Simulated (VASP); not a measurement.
# TaN (P-6m2) in VASP: notebook

The runs below take TaN through single point, with PBEsol, LDA.

Everything below comes from runs of VASP 6.6.1. Logs are shortened: lines on timing, memory, paths and dates and some standing lists are left out, and cuts for length are marked.

**1. The cell of the first run**

Symmetry: P-6m2, No. 187, hexagonal system. The conventional cell has a = 2.938 Å, b = 2.938 Å, c = 2.883 Å, α = 90.00°, β = 90.00°, γ = 120.00°. Ta (site symmetry -6m2) has 6 N at 2.23 Å and 2 Ta at 2.88 Å within 2.9 Å. N (site symmetry -6m2) has 6 Ta at 2.23 Å and 2 N at 2.88 Å within 2.9 Å.

**2. Single point, PBEsol**

The input, INCAR:

```
SYSTEM = TaN
ALGO = Normal ; EDIFF = 1E-7
ENCUT = 520 ; GGA = PS
ISIF = 2 ; ISMEAR = -1
LASPH = .True. ; LCHARG = .False.
LREAL = .False. ; LWAVE = .False.
NBANDS = 15 ; NELM = 80
PREC = Accurate ; SIGMA = 0.05
```

The input, KPOINTS:

```
k-points
0
Gamma
  8 8 6
  0 0 0
```

The input, POSCAR:

```
TaN
1.0
    2.9380000000      0.0000000000      0.0000000000
   -1.4690000000      2.5443826363      0.0000000000
    0.0000000000      0.0000000000      2.8830000000
Ta N
1 1
Direct
    0.0000000000      0.0000000000      0.5000000000
    0.6666666667      0.3333333333      0.0000000000
```

Potentials or basis: VASP PAW PBE potentials, release 64 (Ta_pv, N).

The run is started by

```
> cat potpaw_PBE.64/Ta_pv/POTCAR potpaw_PBE.64/N/POTCAR > POTCAR
> mpirun -np 1 vasp_std > vasp.out
```

OUTCAR:

```text
SYSTEM = TaN
   EDIFF = 1E-7
   ENCUT = 520
   GGA = PS
   ISIF = 2
   ISMEAR = -1
   LASPH = .True.
   LREAL = .False.
   NELM = 80
   PREC = Accurate

 ion  position               nearest neighbor table
   1  0.000  0.000  0.500-   2 2.23   2 2.23   2 2.23   2 2.23   2 2.23   2 2.23
   2  0.667  0.333  0.000-   1 2.23   1 2.23   1 2.23   1 2.23   1 2.23   1 2.23

  LATTYP: Found a hexagonal cell.
 ALAT       =     2.9380000000
 C/A-ratio  =     0.9812797822

  Lattice vectors:

 A1 = (   2.9380000000,   0.0000000000,   0.0000000000)
 A2 = (  -1.4690000000,   2.5443826363,   0.0000000000)
 A3 = (   0.0000000000,   0.0000000000,   2.8830000000)

Analysis of symmetry for initial positions (statically):
=====================================================================
 Subroutine PRICEL returns:
 Original cell was already a primitive cell.

 Routine SETGRP: Setting up the symmetry group for a
 hexagonal supercell.

 Subroutine GETGRP returns: Found 12 space group operations
 (whereof 12 operations were pure point group operations)
 out of a pool of 24 trial point group operations.

The static configuration has the point symmetry D_3h.

Analysis of symmetry for dynamics (positions and initial velocities):
=====================================================================
 Subroutine PRICEL returns:
 Original cell was already a primitive cell.

 Routine SETGRP: Setting up the symmetry group for a
 hexagonal supercell.

 Subroutine GETGRP returns: Found 12 space group operations
 (whereof 12 operations were pure point group operations)
 out of a pool of 24 trial point group operations.

The dynamic configuration has the point symmetry D_3h.

 Subroutine INISYM returns: Found 12 space group operations
 (whereof 12 operations are pure point group operations),
 and found     1 'primitive' translations

----------------------------------------------------------------------------------------

                                     Primitive cell

  volume of cell :      21.5516

  direct lattice vectors                    reciprocal lattice vectors
     2.938000000  0.000000000  0.000000000     0.340367597  0.196511324  0.000000000
    -1.469000000  2.544382636  0.000000000     0.000000000  0.393022648  0.000000000
     0.000000000  0.000000000  2.883000000     0.000000000  0.000000000  0.346860909

  length of vectors
     2.938000000  2.938000000  2.883000000     0.393022648  0.393022648  0.346860909

  position of ions in fractional coordinates (direct lattice)
     0.000000000  0.000000000  0.500000000
     0.666666667  0.333333333  0.000000000

  ion indices of the primitive-cell ions
   primitive index   ion index
                 1           1
                 2           2

----------------------------------------------------------------------------------------

 KPOINTS: k-points

Automatic generation of k-mesh.
 Grid dimensions read from file:
 generate k-points for:    8    8    6

 Generating k-lattice:

  Cartesian coordinates                     Fractional coordinates (reciprocal lattice)
     0.042545950  0.024563915  0.000000000     0.125000000  0.000000000  0.000000000
     0.000000000  0.049127831  0.000000000     0.000000000  0.125000000  0.000000000
     0.000000000  0.000000000  0.057810151     0.000000000  0.000000000  0.166666667

  Length of vectors
     0.049127831  0.049127831  0.057810151

  Shift w.r.t. Gamma in fractional coordinates (k-lattice)
     0.000000000  0.000000000  0.000000000

 Subroutine IBZKPT returns following result:
 ===========================================

 Found     40 irreducible k-points:

 Following reciprocal coordinates:
            Coordinates               Weight
  0.000000  0.000000  0.000000      1.000000
  0.125000  0.000000  0.000000      6.000000
  0.250000  0.000000  0.000000      6.000000
  0.375000  0.000000  0.000000      6.000000
  0.500000  0.000000  0.000000      3.000000
  0.125000  0.125000  0.000000      6.000000
[... 16 lines left out ...]
  0.250000  0.000000  0.333333     12.000000
  0.375000  0.000000  0.333333     12.000000
 [... further k-points ...]
   k-points           NKPTS =     40   k-points in BZ     NKDIM =     40   number of bands    NBANDS=     15
   number of dos      NEDOS =    301   number of ions     NIONS =      2
   total plane-waves  NPLWV =  13824
   dimension x,y,z NGX =    24 NGY =   24 NGZ =   24
   dimension x,y,z NGXF=    48 NGYF=   48 NGZF=   48
   ions per type =               1   1
   NGX,Y,Z   is equivalent  to a cutoff of  13.58, 13.58, 13.84 a.u.
   NGXF,Y,Z  is equivalent  to a cutoff of  27.16, 27.16, 27.68 a.u.
 SYSTEM =  TaN
   PREC   = accura    normal or accurate (medium, high low for compatibility)
   ISTART =      0    job   : 0-new  1-cont  2-samecut
   ICHARG =      2    charge: 1-file 2-atom 10-const
   ISPIN  =      1    spin polarized calculation?
   LNONCOLLINEAR =      F non collinear calculations
   LSORBIT =      F    spin-orbit coupling
   LASPH  =      T    aspherical Exc in radial PAW
   ENCUT  =  520.0 eV  38.22 Ry    6.18 a.u.   5.46  5.46  5.36*2*pi/ulx,y,z
   NELM   =     80;   NELMIN=  2; NELMDL= -5     # of ELM steps
   EDIFF  = 0.1E-06   stopping-criterion for ELM
   LREAL  =      F    real-space projection
   EDIFFG = 0.1E-05   stopping-criterion for IOM
   NSW    =      0    number of steps for IOM
   IBRION =     -1    ionic relax: 0-MD 1-quasi-New 2-CG
   NFREE  =      0    steps in history (QN), initial steepest desc. (CG)
   ISIF   =      2    stress and relaxation
   ISYM   =      2    0-nonsym 1-usesym 2-fastsym
   POTIM  = 0.5000    time-step for ionic-motion
   TEBEG  =    0.0;   TEEND  =   0.0 temperature during run
   PSTRESS=    0.0 pullay stress
   NELECT =      16.0000    total number of electrons
   NUPDOWN=      -1.0000    fix difference up-down
   EMIN   =  10.00;   EMAX   =-10.00  energy-range for DOS
   EFERMI =   0.00;   METHOD = LEGACY
   ISMEAR =    -1;   SIGMA  =   0.05  broadening in eV -4-tet -1-fermi 0-gaus
   EFERMI_NEDOS =   21; number of points for ismear=-14 and -15
   IALGO  =     38    algorithm
   IMIX   =      4    mixing-type and parameters
     AMIX     =   0.40;   BMIX     =  1.00
     AMIX_MAG =   1.60;   BMIX_MAG =  1.00
  volume/ion in A,a.u.               =      10.78        72.72
  Fermi-wavevector in a.u.,A,eV,Ry     =   1.482365  2.801264 29.897531  2.197407
  Thomas-Fermi vector in A             =   2.596160
   LORBIT       =      0    0 simple, 1 ext, 2 COOP (PROOUT), +10 PAW based schemes
   GGA     = PS    functional components
   LHFCALC =     F    Hartree Fock is set to
   AEXX    =    0.0000 exact exchange contribution
   IVDW    =     0    specifies the selected vdW correction
   LEPSILON=     F    determine dielectric tensor
   LRPA    =     F    only Hartree local field effects (RPA)
 non-spin polarized calculation
  energy-cutoff  :      520.00
  volume of cell :       21.55
 maximum number of plane-waves:       599
 NGX is ok and might be reduce to    24
   NGX = 11   NGY = 11   NGZ = 11

 number of electron      16.0000001 magnetization

 Free energy of the ion-electron system (eV)
  ---------------------------------------------------
  ext. energy  EPLUGINS =         0.00000000
  ---------------------------------------------------
  free energy    TOTEN  =       -23.80467573 eV

  energy without entropy =      -23.80403294  energy(sigma->0) =      -23.80435434

 E-fermi :   8.2437     XC(G=0): -13.5052

 val. band max:        7.9891348197   @ k =   0.0000   0.0000   0.5000
 cond. band min:       8.2991656026   @ k =   0.0000   0.0000   0.3333
 fundamental gap:      0.3100307828
 Fermi energy:         8.2436618029

 k-point     1 :       0.0000    0.0000    0.0000
  band No.  band energies     occupation
      1     -26.6898      2.00000
      2     -26.4206      2.00000
      3     -26.4206      2.00000
      4      -9.6440      2.00000
      5       3.5301      2.00000
      6       3.5301      2.00000
      7       3.8654      2.00000
      8       5.1835      2.00000
      9      10.3066      0.00000
     10      11.6909      0.00000
     11      11.6909      0.00000
     12      12.0703      0.00000
     13      12.0703      0.00000
     14      21.0985      0.00000
     15      21.5281      0.00000

 k-point     2 :       0.1250    0.0000    0.0000
  band No.  band energies     occupation
      1     -26.6689      2.00000
      2     -26.5847      2.00000
      3     -26.4557      2.00000
      4      -9.3251      2.00000
      5       2.6708      2.00000
      6       3.7682      2.00000
      7       4.2814      2.00000
      8       4.7452      2.00000
      9      10.9937      0.00000
     10      11.4595      0.00000
     11      11.7506      0.00000
     12      11.9095      0.00000
     13      12.4656      0.00000
     14      21.0648      0.00000
     15      21.5086      0.00000

 k-point     3 :       0.2500    0.0000    0.0000
  band No.  band energies     occupation
      1     -26.9628      2.00000
      2     -26.6180      2.00000
      3     -26.5394      2.00000
      4      -8.5351      2.00000
      5       1.2462      2.00000
      6       3.8735      2.00000
      7       4.3057      2.00000
      8       4.9618      2.00000
      9      10.2531      0.00000
     10      11.5448      0.00000
     11      12.1054      0.00000
     12      13.0693      0.00000
     13      13.3660      0.00000
     14      21.1946      0.00000
     15      21.5127      0.00000

 k-point     4 :       0.3750    0.0000    0.0000
  band No.  band energies     occupation
      1     -27.3187      2.00000
      2     -26.6218      2.00000
      3     -26.5666      2.00000
      4      -7.6915      2.00000
      5       0.1731      2.00000
      6       3.1600      2.00000
      7       4.7658      2.00000
      8       4.8742      2.00000
      9      11.1033      0.00000
     10      11.2082      0.00000
     11      12.8822      0.00000
     12      13.2934      0.00000
     13      14.7348      0.00000
     14      21.1081      0.00000
     15      21.5283      0.00000
[... 307 lines left out ...]
 k-point    22 :       0.1250    0.0000    0.3333
  band No.  band energies     occupation
      1     -27.3668      2.00000
      2     -26.5107      2.00000
      3     -26.3925      2.00000
      4      -7.7214      2.00000
      5       0.2108      2.00000
      6       3.6612      2.00000
      7       3.9875      2.00000
      8       7.2396      2.00000
      9       8.6487      0.00061
     10      10.0540      0.00000
     11      11.9392      0.00000
     12      12.7014      0.00000
     13      14.4536      0.00000
     14      20.8669      0.00000
     15      21.4868      0.00000

 k-point    23 :       0.2500    0.0000    0.3333
  band No.  band energies     occupation
      1     -27.2846      2.00000
      2     -26.8615      2.00000
      3     -26.4715      2.00000
      4      -7.5956      2.00000
      5       0.6349      2.00000
      6       2.8070      2.00000
      7       3.5195      2.00000
      8       6.5228      2.00000
      9       9.8864      0.00000
     10      10.7122      0.00000
     11      12.3323      0.00000
     12      13.7814      0.00000
     13      16.4351      0.00000
     14      20.9924      0.00000
     15      21.4855      0.00000

 k-point    24 :       0.3750    0.0000    0.3333
  band No.  band energies     occupation
      1     -27.2188      2.00000
      2     -27.1768      2.00000
      3     -26.5494      2.00000
      4      -7.5201      2.00000
      5       0.4074      2.00000
      6       2.5308      2.00000
      7       3.0719      2.00000
      8       6.8256      2.00000
      9      10.9956      0.00000
     10      11.7880      0.00000
     11      13.2329      0.00000
     12      14.5547      0.00000
     13      17.6020      0.00000
     14      20.8522      0.00000
     15      21.4684      0.00000

 [... further k-points ...]
[... 5 lines left out ...]
  --------------------------------------------------------------------------------------
  -------------------------------------------------------------------------------------
  Total       -0.5063318     -0.5063318     -0.6355562      0.0000000      0.0000000     -0.0000000
  in kB      -37.6415023    -37.6415023    -47.2482485      0.0000000      0.0000000     -0.0000000
  external PRESSURE =     -40.8437510 kB  Pullay stress =       0.0000000 kB

 VOLUME and BASIS-vectors are now :
 -----------------------------------------------------------------------------
  energy-cutoff  :      520.00
  volume of cell :       21.55
      direct lattice vectors                 reciprocal lattice vectors
     2.938000000  0.000000000  0.000000000     0.340367597  0.196511324  0.000000000
    -1.469000000  2.544382636  0.000000000     0.000000000  0.393022648  0.000000000
     0.000000000  0.000000000  2.883000000     0.000000000  0.000000000  0.346860909

 POSITION                                       TOTAL-FORCE (eV/Angst)
 -----------------------------------------------------------------------------------
      0.00000      0.00000      1.44150         0.000000     -0.000000      0.000000
      1.46900      0.84813      0.00000        -0.000000      0.000000      0.000000
 -----------------------------------------------------------------------------------
    total drift:                               -0.000000      0.000000      0.000000

  FREE ENERGIE OF THE ION-ELECTRON SYSTEM (eV)
  ---------------------------------------------------
  free  energy   TOTEN  =       -23.8046757288 eV

  energy  without entropy=      -23.8040329434  energy(sigma->0) =      -23.80435434
```

Run time: 17 s. Hardware: 1 thread of AMD EPYC 7R13, shared host; peak memory 0.12 GiB.

What came out:

```yaml
Free_energy: -23.8047 eV
Pressure: -4.1 GPa
Band_gap_on_the_k_mesh: zero (band 8 reaches 8.30 eV, above the bottom of band 9 at 7.99 eV)
```

Caveat: the k points lie up to 0.36 Å⁻¹ apart; the PAW data sets were made with another functional, which shifts forces and pressure a little; spin-orbit coupling is left out, which moves the levels of the heavy elements.

**3. Single point, PBEsol (volume scaled by 1.04)**

The input, INCAR:

```
SYSTEM = TaN
PREC = Accurate
ENCUT = 520
EDIFF = 1E-6
ISMEAR = -1
SIGMA = 0.05
LREAL = .False.
LASPH = .True.
NELM = 60
ALGO = Normal
ISIF = 2
LWAVE = .False.
LCHARG = .True.
GGA = PS
LELF = .True.
LVHAR = .True.
NBANDS = 15
```

The input, KPOINTS:

```
Automatic mesh
0
Gamma
  10 10 9
  0 0 0
```

The input, POSCAR:

```
TaN
1.0
    2.9766623284      0.0000000000      0.0000000000
   -1.4883311642      2.5778651949      0.0000000000
    0.0000000000      0.0000000000      2.9209385612
Ta N
1 1
Direct
    0.0000000000      0.0000000000      0.5000000000
    0.6666666667      0.3333333333      0.0000000000
```

Potentials or basis: VASP PAW PBE potentials, release 64 (Ta_pv, N).

The run is started by

```
> cat potpaw_PBE.64/Ta_pv/POTCAR potpaw_PBE.64/N/POTCAR > POTCAR
> mpirun -np 1 vasp_std > vasp.out
```

Run time: 22 s. Hardware: 1 thread of AMD EPYC 7R43 (Zen 3), shared host; peak memory 0.12 GiB.

The run converged. Its results:

```yaml
Free_energy: -23.7474 eV
Pressure: -16.6 GPa
Band_gap_on_the_k_mesh: zero (band 8 reaches 7.89 eV, above the bottom of band 9 at 7.61 eV)
```

Stress tensor (GPa, compression positive):
```
-16.03   0.00   0.00
  0.00 -16.03   0.00
  0.00   0.00 -17.64
```

Levels at points of the mesh, in eV from the Fermi level:
```
           k point  band 6  band 7  band 8  band 9  band 10  band 11
(0.00, 0.00, 0.00)   -4.44   -4.09   -2.90    1.88     3.38     3.38
(0.50, 0.00, 0.00)   -5.05   -3.38   -3.14    2.78     3.77     4.94
```

Caveat: the cell differs from its parent crystal (volume scaled by 1.04); the PAW data sets were made with another functional, which shifts forces and pressure a little; spin-orbit coupling is left out, which moves the levels of the heavy elements.

**4. Single point, LDA**

This run uses another cell than the first one, of 10.13 Å³/atom, 0.940 times its volume.

The input, INCAR:

```
ALGO = Normal
EDIFF = 1E-6
ENCUT = 520
GGA = CA
ISIF = 2
ISMEAR = -1
LASPH = True
LCHARG = False
LREAL = False
LWAVE = False
NBANDS = 15
NELM = 100
PREC = Accurate
SIGMA = 0.05
```

The input, KPOINTS:

```
k-points
0
Gamma
  10 10 9
```

The input, POSCAR:

```
TaN
1.0
    2.8780239874      0.0000000000      0.0000000000
   -1.4390119937      2.4924418858      0.0000000000
    0.0000000000      0.0000000000      2.8241467514
Ta N
1 1
Direct
    0.0000000000      0.0000000000      0.5000000000
    0.6666666667      0.3333333333      0.0000000000
```

Potentials or basis: VASP PAW LDA potentials, release 64 (Ta_pv, N).

The run is started by

```
> cat potpaw_LDA.64/Ta_pv/POTCAR potpaw_LDA.64/N/POTCAR > POTCAR
> mpirun -np 1 vasp_std > vasp.out
```

Run time: 8 s. Hardware: 1 thread of Intel Xeon Platinum 8488C (Sapphire Rapids), shared host; peak memory 0.14 GiB.

It converged, with:

```yaml
Free_energy: -24.6874 eV
Pressure: 14.3 GPa
Band_gap_on_the_k_mesh: zero (band 8 reaches 8.98 eV, above the bottom of band 9 at 8.67 eV)
```

Stress tensor (GPa, compression positive):
```
13.76  0.00  0.00
 0.00 13.76  0.00
 0.00  0.00 15.23
```

Levels at points of the mesh, in eV from the Fermi level:
| k point | band 4 | band 5 | band 6 | band 7 | band 8 | band 9 | band 10 | band 11 | band 12 | band 13 |
| --- | --- | --- | --- | --- | --- | --- | --- | --- | --- | --- |
| (0.00, 0.00, 0.00) | -18.04 | -4.85 | -4.85 | -4.53 | -2.97 | 2.81 | 3.84 | 3.84 | 4.27 | 4.27 |
| (0.50, 0.00, 0.00) | -15.45 | -8.61 | -5.53 | -3.77 | -3.27 | 3.17 | 4.38 | 5.52 | 5.71 | 8.15 |

Caveat: spin-orbit coupling is left out, which moves the levels of the heavy elements.

**5. Summary**

```csv
level,potentials or basis,cell,k mesh,gap on the mesh (eV),pressure (GPa)
PBEsol,"VASP PAW PBE potentials, release 64 (Ta_pv, N)","a = 2.938, b = 2.938, c = 2.883 Å, angles 90.0, 90.0, 120.0°, 2 atoms",8 × 8 × 6,none,-4.1
PBEsol,"VASP PAW PBE potentials, release 64 (Ta_pv, N)","a = 2.977, b = 2.977, c = 2.921 Å, angles 90.0, 90.0, 120.0°, 2 atoms",10 × 10 × 9,none,-16.6
LDA,"VASP PAW LDA potentials, release 64 (Ta_pv, N)","a = 2.878, b = 2.878, c = 2.824 Å, angles 90.0, 90.0, 120.0°, 2 atoms",10 × 10 × 9,none,14.3
```

Alike in all rows: task single point; no spin polarisation; cutoff (eV) 520; smearing fermi-dirac 0.05 eV.

Caveats: some runs use coarse meshes; spin-orbit coupling is left out, which moves the levels of the heavy elements; the PAW data sets were made with another functional, which shifts forces and pressure a little (some runs).

Total energies depend on the potentials used, so only differences within one code and one set of settings carry meaning.
